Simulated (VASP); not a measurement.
## Se: single point with r2SCAN

Se:

```
CELL_PARAMETERS angstrom
3.64650 0.00000 0.00000
-1.82325 3.15796 0.00000
0.00000 0.00000 3.82963
ATOMIC_POSITIONS crystal
Se 0.33333 0.66667 0.25000
Se 0.66667 0.33333 0.75000
```

This isn't the form of Se at room conditions, which is trigonal, of chains.

```yaml
Program: VASP 6.6.1
Task: single point
Functional: r2SCAN
Potentials_or_basis: VASP PAW PBE potentials, release 64 (Se)
Cutoff: 520 eV
k_mesh: 16 × 16 × 14
Occupations: fermi-dirac, width 0.1 eV
Spin: no spin polarisation
Dipole_correction: no
Further_INCAR_settings: ALGO = Normal; EDIFF = 1e-06; NBANDS = 13
```

```json
{"Pressure": "-0.2 GPa", "Band gap on the k mesh": "zero (bands 6 and 7 overlap by 2.18 eV)"}
```

Stress tensor (GPa, compression positive):
```
 0.17  0.00  0.00
 0.00  0.17  0.00
 0.00  0.00 -0.90
```

Levels at points of the mesh, in eV from the Fermi level:
```
           k point  band 4  band 5  band 6  band 7  band 8  band 9
(0.00, 0.00, 0.00)   -2.49   -2.49    0.85    0.85    3.61    4.77
(0.50, 0.00, 0.00)   -4.10   -2.95   -0.74   -0.67    2.34    4.63
(0.00, 0.00, 0.50)   -0.96   -0.75   -0.75   -0.75   -0.75    8.68
(0.50, 0.00, 0.50)   -6.51   -1.79   -1.79    1.29    1.29    9.47
```

Wall time 3.9 min on 1 thread of Intel(R) Xeon(R) 6975P-C (Granite Rapids), with other jobs on the host, peak memory 0.24 GiB.

Caveat: the PAW data sets were made with another functional, which shifts forces and pressure a little.
